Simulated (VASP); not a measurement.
PtS2:

```xyz
3
Lattice="1.7644 1.0187 5.5230 -1.7644 1.0187 5.5230 0.0000 -2.0374 5.5230" Properties=species:S:1:pos:R:3 pbc="T T T"
Pt    0.0000    0.0000    0.0000
S     0.0000    0.0000    4.2799
S     0.0000    0.0000   12.2893
```

Base run:

| Property | Result |
| --- | --- |
| Program | VASP 6.6.1 |
| Functional | PBE |
| Potentials or basis | VASP PAW PBE potentials, release 64 (Pt, S) |
| Cutoff | 520 eV |
| k mesh | 8 × 8 × 8 |
| Occupations | gaussian, width 0.01 eV |
| Spin | no spin polarisation |

Its results: band gap on the k mesh 1.07 eV, indirect (least direct gap 1.21 eV); pressure 3.0 GPa; largest force 0.010 eV/Å.

Q: After a change of settings the same cell gave: band gap on the k mesh 1.26 eV, indirect (least direct gap 1.43 eV); pressure -1.3 GPa; largest force 0.309 eV/Å. Which change was it?
A. functional from PBE to PBEsol; k mesh from 8 × 8 × 8 to 6 × 6 × 6
B. functional from PBE to r2SCAN; k mesh from 8 × 8 × 8 to 4 × 4 × 4
C. functional from PBE to r2SCAN

A: A.

Caveats: spin-orbit coupling is left out, which moves the levels of the heavy elements; the PAW data sets were made with another functional, which shifts forces and pressure a little (some runs).
